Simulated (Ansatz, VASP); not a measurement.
**Si2Mo: VASP beside Ansatz**

```
Si Mo
1.0
    -4.57444    0.00000    0.00000
    -2.28722   -3.96158    0.00000
    -0.68617   -1.18847   13.13311
Si Mo
12 6
Direct
  0.67166 0.08916 0.25002
  0.67166 0.93916 0.75002
  0.83583 0.56083 0.91668
  0.83583 0.71083 0.41668
  0.83583 0.30333 0.08335
  0.83583 0.15333 0.58335
  0.32834 0.76083 0.25002
  0.32834 0.61083 0.75002
  0.16417 0.88916 0.91668
  0.16417 0.03916 0.41668
  0.16417 0.64666 0.08335
  0.16417 0.49666 0.58335
  0.50000 0.97499 0.08335
  0.50000 0.82500 0.58335
  0.50000 0.22500 0.91668
  0.50000 0.37500 0.41668
  0.00000 0.42500 0.25002
  0.00000 0.27499 0.75002
```

Alike in both runs: task single point; functional PBEsol; k mesh 10 × 10 × 3; occupations gaussian, width 0.15 eV; no spin polarisation.

|  | VASP | Ansatz |
| --- | --- | --- |
| version | VASP 6.6.1 | Ansatz 0.2.0 |
| potentials or method | VASP PAW PBE potentials, release 64 (Si, Mo_sv), cutoff 520 eV | scalar-relativistic, plane waves, PAW |
| valence electrons in the cell | 132 | 132 |

```csv
,VASP,Ansatz,Ansatz less VASP
gap on the k mesh at the Fermi level (eV),none,none,-
pressure (GPa),3.8,3.4,-0.39
"traceless stress, the component that is largest in VASP (GPa)",4.42,4.37,-0.057
rms of the force components (eV/Å),0.724,0.714,-0.0101
```

VASP's potentials were made for PBE, not for PBEsol. Atom by atom the forces differ by 0.011 eV/Å (rms over components). A gap of «none» marks a metal or a gap that the smearing closes.
